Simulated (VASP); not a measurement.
Set up this calculation in VASP 6.6.1, as the native input.

- Task: single point
- Functional: PBEsol
- Potentials or basis: VASP PAW PBE potentials, release 64 (Na_pv, Cl)
- Cutoff: 520 eV
- k mesh: 8 × 8 × 8
- Occupations: gaussian, width 0.05 eV
- Spin: no spin polarisation
- Dipole correction: no
- Further INCAR settings: ALGO = Normal; EDIFF = 1e-06; NBANDS = 14

The structure of NaCl lies in POSCAR:

```
NaCl
1.0
    0.0000000000      2.8317500000      2.8317500000
    2.8317500000      0.0000000000      2.8317500000
    2.8317500000      2.8317500000      0.0000000000
Na Cl
1 1
Direct
   -0.1589123334      0.0529707778     -0.0529707778
    0.5000000000      0.5000000000      0.5000000000
```

This cell differs from its parent crystal: atom 1 (Na) moved by (-0.600, -0.300) A along y and z.

One way to write it, as run:

INCAR

```
ALGO = Normal ; EDIFF = 1E-6
ENCUT = 520 ; GGA = PS
ISIF = 2 ; ISMEAR = 0
LASPH = T ; LCHARG = T
LELF = T ; LREAL = F
LVHAR = T ; LWAVE = F
NBANDS = 14 ; NELM = 80
PREC = Accurate ; SIGMA = 0.05
```

KPOINTS

```
k-points
0
Gamma
  8 8 8
```

Potentials or basis: VASP PAW PBE potentials, release 64 (Na_pv, Cl).

The run is started by

```sh
$ cat potpaw_PBE.64/Na_pv/POTCAR potpaw_PBE.64/Cl/POTCAR > POTCAR
$ mpirun -np 1 vasp_std > vasp.out
```

Results of the run:

* Pressure: 4.9 GPa
* Largest force: 2.037 eV/Å
* Band gap on the k mesh: 4.92 eV

Caveat: the cell differs from its parent crystal (atom 1 (Na) moved by (-0.600, -0.300) A along y and z); the stress differs along the axes, from -1 to 15 GPa; the PAW data sets were made with another functional, which shifts forces and pressure a little.

Wall time 83 s on 1 thread of Intel(R) Xeon(R) Platinum 8259CL CPU @ 2.50GHz (Skylake/Cascade Lake), with other jobs on the host, peak memory 0.22 GiB.
